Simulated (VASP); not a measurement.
Wanted: the native input for a VASP 6.6.1 run.

```yaml
Task: single point
Functional: PBE exchange alone
Potentials_or_basis: VASP PAW PBE potentials, release 64 (Ti_sv, O)
Cutoff: 520 eV
k_mesh: 10 × 10 × 10
Occupations: fermi-dirac, width 0.05 eV
Spin: no spin polarisation
Dipole_correction: no
Further_INCAR_settings: ALGO = Normal; EDIFF = 1e-06; NBANDS = 33
```

The structure of TiO2 lies in POSCAR:

```
TiO2
1.0
   -1.9292094213      1.9292094213      4.8506040801
    1.9292094213     -1.9292094213      4.8506040801
    1.9292094213      1.9292094213     -4.8506040801
Ti O
2 4
Direct
    0.7500000000      0.2500000000      0.5000000000
    0.0000000000      0.0000000000      0.0000000000
    0.7919000000      0.7919000000      0.0000000000
    0.5419000000      0.0419000000      0.5000000000
    0.9581000000      0.4581000000      0.5000000000
    0.2081000000      0.2081000000      0.0000000000
```

These files were run (other wordings do the same):

INCAR

```
  PREC = Accurate
  ENCUT = 520
  EDIFF = 1E-6
  ISMEAR = -1
  SIGMA = 0.05
  LREAL = False
  LASPH = True
  NELM = 100
  ALGO = Normal
  ISIF = 2
  LWAVE = False
  LCHARG = False
  GGA = PE
  ALDAC = 0.0
  AGGAC = 0.0
  NBANDS = 33
```

KPOINTS

```
regular mesh
0
Gamma
  10 10 10
```

Potentials or basis: VASP PAW PBE potentials, release 64 (Ti_sv, O).

Run with:

```sh
$ cat potpaw_PBE.64/Ti_sv/POTCAR potpaw_PBE.64/O/POTCAR > POTCAR
$ mpirun -np 1 vasp_std > vasp.out
```

It gave:

The pressure is 9.7 GPa, the largest force is 0.127 eV/Å and the band gap on the k mesh is 2.02 eV (least direct gap 2.34 eV).

Caveat: the cell stands under pressure.

It took 4.2 min on 1 thread of Intel(R) Xeon(R) 6975P-C (Granite Rapids) (shared host), peak memory 0.37 GiB.
